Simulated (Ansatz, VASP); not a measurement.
## Two plane-wave programs on In

INCAR

```
SYSTEM = In
PREC = Accurate
ENCUT = 520
EDIFF = 1E-6
ISMEAR = 0
SIGMA = 0.15
LREAL = .FALSE.
LASPH = .TRUE.
NELM = 60
ALGO = Fast
ISIF = 2
LWAVE = .FALSE.
LCHARG = .FALSE.
GGA = PE
NBANDS = 12
```

Contents of KPOINTS:

```
Automatic mesh
0
G
  20 20 20
  0 0 0
```

POSCAR

```
In
1.0
   -1.6505422500      1.6505422500      2.4368407500
    1.6505422500     -1.6505422500      2.4368407500
    1.6505422500      1.6505422500     -2.4368407500
In
1
Direct
    0.0000000000      0.0000000000      0.0000000000
```

Input for Ansatz:

```yaml
crystal:
  lattice:
    - [-1.65054225, 1.65054225, 2.43684075]
    - [1.65054225, -1.65054225, 2.43684075]
    - [1.65054225, 1.65054225, -2.43684075]
  atoms:
    - { symbol: In, position: [0.0, 0.0, 0.0] }
basis:
  ecutwfc: 420
kpoints:
  mp_grid: { grid: [20, 20, 20] }
hamiltonian:
  xc: pbe
scf:
  occupations: { method: gaussian, width: 0.15 }
output:
  forces: true
  stress: true
  eigenvalues: true
```

Change from the starting cell: strain +0.015 along x and y, -0.015 along z, atoms carried along.

Alike in both runs: task single point; functional PBE; k mesh 20 × 20 × 20; occupations gaussian, width 0.15 eV; no spin polarisation.

|  | VASP | Ansatz |
| --- | --- | --- |
| version | VASP 6.6.1 | Ansatz 0.2.0 |
| potentials or method | VASP PAW PBE potentials, release 64 (In_d), cutoff 520 eV | scalar-relativistic, plane waves, PAW |
| valence electrons in the cell | 13 | 13 |

```csv
,VASP,Ansatz,Ansatz less VASP
gap on the k mesh at the Fermi level (eV),none,none,-
pressure (GPa),1.3,1.4,+0.09
```

A gap of «none» marks a metal or a gap that the smearing closes.
